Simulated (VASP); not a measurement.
A run of VASP 6.6.1:

Contents of INCAR:

```
SYSTEM = K3Li5Cl8
PREC = Accurate
ENCUT = 520
EDIFF = 1E-6
ISMEAR = -1
SIGMA = 0.1379
LREAL = Auto
LASPH = .True.
NELM = 80
ALGO = Normal
ISIF = 2
LWAVE = .False.
LCHARG = .True.
GGA = PE
LELF = .True.
LVHAR = .True.
NBANDS = 63
ISYM = 0
```

KPOINTS

```
regular mesh
0
Gamma
  1 1 1
  0 0 0
```

The input POSCAR:

```
K3Li5Cl8
1.0
    7.2786070000      0.1333350000      0.0943410000
    0.1333350000      7.6899040000     -0.1216970000
    0.0943410000     -0.1216970000      7.1404950000
Li Cl K
5 8 3
Direct
    0.1142301076      0.1774049919      1.0945892508
    0.6105007320      0.4515878893      0.0305236040
    0.9208726740      0.2241991902      0.3856447375
    0.4969145355      0.5895072791      0.6720665519
    0.7177320675      0.1948360446      0.7295437363
    0.3783431609      0.3562790955      0.8205907048
    0.8168646724      0.2228126626      0.0506391787
    0.7338148368      0.4539002557      0.4895157092
    0.2667176032      0.6228310184      0.5063356617
    0.2834733960      0.1723230062      0.3353352995
    0.4960557865     -0.1068931631      0.8660972417
    0.8377050798      0.7491321949      0.1896354813
    0.9026230766      1.0138519240      0.5796462814
    0.1911127417      0.5614225089      0.1664725860
    0.5270786749      0.9213767013      0.3816972985
    0.9807319275      0.7057244212      0.8095839734
```

Potentials or basis: VASP PAW PBE potentials, release 64 (Li_sv, Cl, K_sv).

Command:

```bash
$ cat potpaw_PBE.64/Li_sv/POTCAR potpaw_PBE.64/Cl/POTCAR potpaw_PBE.64/K_sv/POTCAR > POTCAR
$ mpirun -np 1 vasp_gam > vasp.out
```

Hardware: 1 thread of AMD EPYC 7R43 64-Core Processor (Zen 3), with other jobs on the host.

Q: How long does it take, and how much memory?

A: Run time: 47 s on 1 thread of AMD EPYC 7R43 64-Core Processor (Zen 3), with other jobs on the host, peak memory 0.35 GiB. Counts: scf iterations 16, k points 1.
